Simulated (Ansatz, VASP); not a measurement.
# Ni: VASP beside Ansatz

The input INCAR:

```
  PREC = Accurate
  ENCUT = 520
  EDIFF = 1E-7
  ISMEAR = -1
  SIGMA = 0.05
  LREAL = False
  LASPH = True
  NELM = 100
  ALGO = Normal
  ISIF = 2
  LWAVE = False
  LCHARG = True
  GGA = CA
  LELF = True
  LVHAR = True
  NBANDS = 11
```

File KPOINTS:

```
Automatic mesh
0
Gamma
  17 17 17
```

File POSCAR:

```
Ni
1.0
   -1.4704171015      1.4704171015      1.4704171015
    1.4704171015     -1.4704171015      1.4704171015
    1.4704171015      1.4704171015     -1.4704171015
Ni
1
Direct
    0.0000000000      0.0000000000      0.0000000000
```

Input for Ansatz:

```yaml
crystal:
  lattice:
    - [-1.4704171015, 1.4704171015, 1.4704171015]
    - [1.4704171015, -1.4704171015, 1.4704171015]
    - [1.4704171015, 1.4704171015, -1.4704171015]
  atoms:
    - { symbol: Ni, position: [0.0, 0.0, 0.0] }
kpoints:
  mp_grid: { grid: [17, 17, 17] }
scf:
  occupations: { method: fermi_dirac, width: 0.05 }
  lower_state_search: "off"
hamiltonian:
  xc: lda
  pseudopotentials: { kind: paw }
output:
  forces: true
  stress: true
  eigenvalues: true
```

Change from the starting cell: volume scaled by 1.2, no spin polarisation, PAW files.

Alike in both runs: task single point; functional LDA; k mesh 17 × 17 × 17; occupations fermi-dirac, width 0.05 eV; no spin polarisation.

```csv
,VASP,Ansatz
version,VASP 6.6.1,Ansatz 0.2.0
potentials or method,"VASP PAW LDA potentials, release 64 (Ni)","PAW with Ansatz's default frozen-core files, scalar-relativistic"
plane-wave cutoff (eV),520,420
valence electrons in the cell,10,18
```

Ansatz gave:

| Item | Value |
| --- | --- |
| pressure (GPa) | -33.7 |

Problem. Estimate VASP's values.

Solution. Pressure (GPa): -33.2.

LDA's correlation is that of Perdew and Zunger in VASP and of Perdew and Wang (1992) in Ansatz. Both programs put the cell under strong tension, so it lies far from rest at this level. VASP's potentials hold 10 valence electrons a cell and Ansatz's 18, so a difference there can come from the potentials and not from the codes.

Noted on VASP's run: the cell as given lies far from equilibrium.
